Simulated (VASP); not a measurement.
Wanted: the native input for a VASP 6.6.1 run.

* Task: single point
* Functional: r2SCAN
* Dispersion: D4
* Potentials or basis: VASP PAW PBE potentials, release 64 (B, N)
* Cutoff: 520 eV
* k mesh: 10 × 10 × 10
* Occupations: gaussian, width 0.01 eV
* Spin: no spin polarisation
* Dipole correction: no
* Further INCAR settings: ALGO = Normal; EDIFF = 1e-06; NBANDS = 11

BN:

```xyz
2
Lattice="1.2399 0.7159 3.3427 -1.2399 0.7159 3.3427 0.0000 -1.4317 3.3427" Properties=species:S:1:pos:R:3 pbc="T T T"
B     0.0000    0.0000   10.0247
N     0.0000    0.0000    3.3370
```

The input as run:

POSCAR

```
BN
1.0
    1.2399005704      0.7158563102      3.3426818412
   -1.2399005704      0.7158563102      3.3426818412
    0.0000000000     -1.4317136114      3.3426818412
B N
1 1
Direct
    0.9996710000      0.9996710000      0.9996710000
    0.3327620000      0.3327620000      0.3327620000
```

INCAR.step1

```
SYSTEM = BN
PREC     = Accurate       ! precision mode
ENCUT    = 520            ! plane-wave cutoff, eV
ISMEAR   = 0              ! smearing method
SIGMA    = 0.01           ! smearing width, eV
LREAL    = .False.        ! projectors in reciprocal space
LASPH    = .True.         ! aspherical terms in the spheres
NELM     = 60             ! most SCF steps
NBANDS   = 11             ! bands
GGA      = PE             ! functional
ALGO     = Normal         ! electronic algorithm
EDIFF    = 1E-4           ! SCF threshold, eV
LWAVE    = .True.         ! write WAVECAR
LCHARG   = .False.        ! write CHGCAR
```

INCAR.step2

```
SYSTEM = BN
PREC     = Accurate       ! precision mode
ENCUT    = 520            ! plane-wave cutoff, eV
EDIFF    = 1E-6           ! SCF threshold, eV
ISMEAR   = 0              ! smearing method
SIGMA    = 0.01           ! smearing width, eV
LREAL    = .False.        ! projectors in reciprocal space
LASPH    = .True.         ! aspherical terms in the spheres
NELM     = 60             ! most SCF steps
ALGO     = Normal         ! electronic algorithm
ISIF     = 2              ! what is computed and relaxed
LWAVE    = .False.        ! write WAVECAR
LCHARG   = .False.        ! write CHGCAR
METAGGA  = R2SCAN         ! meta-GGA
LMIXTAU  = .True.       
IVDW     = 13             ! dispersion correction
VDW_S6   = 1.0          
VDW_S8   = 0.6018749    
VDW_A1   = 0.51559235   
VDW_A2   = 5.77342911   
NBANDS   = 11             ! bands
ISTART   = 1
```

KPOINTS

```
regular mesh
0
Gamma
  10 10 10
  0 0 0
```

Potentials or basis: VASP PAW PBE potentials, release 64 (B, N).

Run with:

```sh
$ cat potpaw_PBE.64/B/POTCAR potpaw_PBE.64/N/POTCAR > POTCAR
$ cp INCAR.step1 INCAR
$ mpirun -np 1 vasp_std > vasp.out
$ cp INCAR.step2 INCAR
$ mpirun -np 1 vasp_std > vasp.out
```

It gave:

The pressure is 6.0 GPa and the largest force is 0.006 eV/Å. The band gap on the k mesh is 4.83 eV, indirect (least direct gap 5.68 eV) and the dispersion energy per atom is -0.069 eV.

Caveat: the PAW data sets were made with another functional, which shifts forces and pressure a little.

Run time: 89 s on 1 thread of AMD EPYC 9R45 96-Core Processor (Zen 5), on a shared host, peak memory 0.14 GiB.
